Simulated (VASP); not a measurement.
Input of a VASP 6.6.1 run:

File POSCAR:

```
Ga3SbN2
1.0
    3.1603526840      0.0000000000      0.0000000000
   -1.5801763420      2.7369457093      0.0000000000
    0.0000000000      0.0000000000     11.7940397252
N Sb Ga
2 1 3
Direct
    0.0000000000      0.0000000000      0.0600698591
    0.3333333333      0.6666666667      0.2799710902
    0.6666666667      0.3333333333      0.5667984963
    0.3333333333      0.6666666667      0.1144587363
    0.6666666667      0.3333333333      0.3372968818
    0.0000000000      0.0000000000      0.8914049362
```

INCAR.step1

```
PREC = Accurate
ENCUT = 520
ISMEAR = -1
SIGMA = 0.02
LREAL = F
LASPH = T
NELM = 60
NBANDS = 36
GGA = PE
ALGO = Normal
EDIFF = 1E-4
LWAVE = T
LCHARG = F
```

The input INCAR.step2:

```
PREC = Accurate
ENCUT = 520
EDIFF = 1E-7
ISMEAR = -1
SIGMA = 0.02
LREAL = F
LASPH = T
NELM = 60
ALGO = Normal
ISIF = 2
LWAVE = F
LCHARG = F
METAGGA = R2SCAN
LMIXTAU = T
NBANDS = 36
ISTART = 1
```

The input KPOINTS:

```
Automatic mesh
0
Gamma
  12 12 2
```

Potentials or basis: VASP PAW PBE potentials, release 64 (N, Sb, Ga_d).

Launch:

```bash
$ cat potpaw_PBE.64/N/POTCAR potpaw_PBE.64/Sb/POTCAR potpaw_PBE.64/Ga_d/POTCAR > POTCAR
$ cp INCAR.step1 INCAR
$ mpirun -np 1 vasp_std > vasp.out
$ cp INCAR.step2 INCAR
$ mpirun -np 1 vasp_std > vasp.out
```

(1) What does it give for the largest force?

(2) Estimate the pressure.

(3) Predict the band gap on the k mesh.

Results:

(1) 0.080 eV/Å.

(2) 0.6 GPa.

(3) zero (band 27 reaches 7.99 eV, above the bottom of band 28 at 4.52 eV).

Caveat: the PAW data sets were made with another functional, which shifts forces and pressure a little; spin-orbit coupling is left out, which moves the levels of the heavy elements.
